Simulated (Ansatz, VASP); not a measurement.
**One calculation of PbS, two programs**

```xyz
2
Lattice="0.0000 2.9650 3.0539 2.9650 0.0000 3.0539 2.9650 2.9650 0.0000" Properties=species:S:1:pos:R:3 pbc="T T T"
Pb    0.0000    0.0000    0.0000
S     2.9650    2.9650    3.0539
```

Change from the starting cell: strain +0.000 along x and y, +0.030 along z, atoms carried along.

Alike in both runs: task single point; functional r2SCAN; k mesh 8 × 8 × 8; occupations gaussian, width 0.05 eV; no spin polarisation.

|  | VASP | Ansatz |
| --- | --- | --- |
| version | VASP 6.6.1 | Ansatz 0.2.0 |
| potentials or method | VASP PAW PBE potentials, release 64 (Pb_d, S), cutoff 520 eV | scalar-relativistic, plane waves, PAW |
| valence electrons in the cell | 20 | 20 |

|  | VASP | Ansatz | Ansatz less VASP |
| --- | --- | --- | --- |
| gap on the k mesh at the Fermi level (eV) | 0.70 | 0.69 | -0.010 |
| least direct gap on the mesh (eV) | 0.70 | 0.69 | -0.010 |
| pressure (GPa) | -0.3 | -0.3 | +0.02 |
| traceless stress, the component that is largest in VASP (GPa) | -2.18 | -2.17 | +0.010 |

VASP's potentials were made for PBE, not for r2SCAN. The functional is the same, so the differences come from potentials, cutoffs and numerics.

Spin-orbit coupling is off throughout.
